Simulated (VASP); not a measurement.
SiC:

```
CELL_PARAMETERS angstrom
3.07536 0.00000 0.00000
-1.53768 2.66334 0.00000
0.00000 0.00000 4.92342
ATOMIC_POSITIONS crystal
Si 0.33333 0.66667 0.99816
Si 0.66667 0.33333 0.49816
C 0.33333 0.66667 0.37684
C 0.66667 0.33333 0.87684
```

This cell differs from its parent crystal: uniaxial z strain -2.5%.

Base run:

* Program: VASP 6.6.1
* Functional: r2SCAN
* Potentials or basis: VASP PAW PBE potentials, release 64 (Si, C)
* Cutoff: 520 eV
* k mesh: 12 × 12 × 6
* Occupations: gaussian, width 0.01 eV
* Spin: no spin polarisation

Its results: band gap on the k mesh 2.69 eV, indirect (least direct gap 4.33 eV); pressure 5.7 GPa.

**Question.** The run is repeated on the same cell with these changes: functional from r2SCAN to PBE; occupations from gaussian, width 0.01 eV to fermi-dirac, width 0.02 eV. What comes out?

**Answer.** Band gap on the k mesh 2.29 eV, indirect (least direct gap 3.82 eV); pressure 9.4 GPa.

Caveats: the PAW data sets were made with another functional, which shifts forces and pressure a little (some runs).

A k mesh can miss the band edges.
